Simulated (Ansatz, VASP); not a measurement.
**Two plane-wave programs on Ag2Pd**

```
CELL_PARAMETERS angstrom
0.00000 3.12701 3.12701
3.12701 0.00000 3.12701
3.12701 3.12701 0.00000
ATOMIC_POSITIONS crystal
Ag 0.25000 0.25000 0.25000
Ag 0.75000 0.75000 0.75000
Pd 0.00000 0.00000 0.00000
```

Alike in both runs: functional PBE; k mesh 14 × 14 × 14; occupations gaussian, width 0.1 eV; no spin polarisation.

Ansatz relaxed the structure, and its values are those at the end. VASP's run is a single point on that final structure, the one shown.

|  | VASP | Ansatz |
| --- | --- | --- |
| version | VASP 6.6.1 | Ansatz 0.2.0 |
| potentials or method | VASP PAW PBE potentials, release 64 (Ag, Pd), cutoff 520 eV | scalar-relativistic, plane waves, PAW |
| valence electrons in the cell | 32 | 56 |

Ansatz gave:

- gap on the k mesh at the Fermi level (eV): none
- pressure (GPa): 0.0

**Question.** Which values does VASP return?

**Answer.** gap on the k mesh at the Fermi level (eV): none; pressure (GPa): -0.1.

A gap of «none» marks a metal or a gap that the smearing closes. With one functional, cell and mesh, what is left measures potentials, basis and numerics. VASP's potentials hold 32 valence electrons a cell and Ansatz's 56, so a difference there can come from the potentials and not from the codes.
